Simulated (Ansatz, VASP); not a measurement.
In: VASP beside Ansatz

```
In
1.0
     3.04917    0.00000    0.00000
     0.00000    3.04917    0.00000
     0.00000    0.00000    3.04917
In
1
Direct
  0.00000 0.00000 0.00000
```

Alike in both runs: task single point; functional PBE; k mesh 11 × 11 × 11; occupations fermi-dirac, width 0.1 eV; no spin polarisation.

|  | VASP | Ansatz |
| --- | --- | --- |
| version | VASP 6.6.1 | Ansatz 0.2.0 |
| potentials or method | VASP PAW PBE potentials, release 64 (In_d), cutoff 520 eV | plane waves (420 eV) with PAW, scalar-relativistic |
| valence electrons in the cell | 13 | 13 |

```tsv
	VASP	Ansatz	Ansatz less VASP
pressure (GPa)	1.5	1.6	+0.05
```
